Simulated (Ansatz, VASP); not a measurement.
**One calculation of BeSe3, two programs**

```
Be Se
1.0
     3.61864    0.00000    0.00000
     0.00000    3.61864    0.00000
     0.00000    0.00000   17.50687
Be Se
2 6
Cartesian
  1.8093 1.8093 0.0000
  0.0000 0.0000 0.0000
  1.8093 0.0000 16.1504
  0.0000 1.8093 1.3564
  0.0000 1.8093 6.0197
  1.8093 0.0000 6.7395
  1.8093 0.0000 11.4872
  0.0000 1.8093 10.7674
```

Alike in both runs: task single point; functional PBE; k mesh 6 × 6 × 2; occupations gaussian, width 0.2 eV; no spin polarisation.

```csv
,VASP,Ansatz
version,VASP 6.6.1,Ansatz 0.2.0
potentials or method,"VASP PAW PBE potentials, release 64 (Be, Se), cutoff 520 eV","scalar-relativistic, plane waves, PAW"
valence electrons in the cell,40,100
```

Ansatz gave:

```
gap on the k mesh at the Fermi level (eV)                     : 0.44
least direct gap on the mesh (eV)                             : 1.27
pressure (GPa)                                                : -0.2
traceless stress, the component that is largest in VASP (GPa) : 0.32
rms of the force components (eV/Å)                            : 0.055
```

Problem. What did VASP give for the same quantities?

Solution. gap on the k mesh at the Fermi level (eV): 0.44; least direct gap on the mesh (eV): 1.28; pressure (GPa): -0.1; traceless stress, the component that is largest in VASP (GPa): 0.32; rms of the force components (eV/Å): 0.057.

Atom by atom the forces differ by 0.010 eV/Å (rms over components). With one functional, cell and mesh, what is left measures potentials, basis and numerics. VASP's potentials hold 40 valence electrons a cell and Ansatz's 100, so a difference there can come from the potentials and not from the codes.
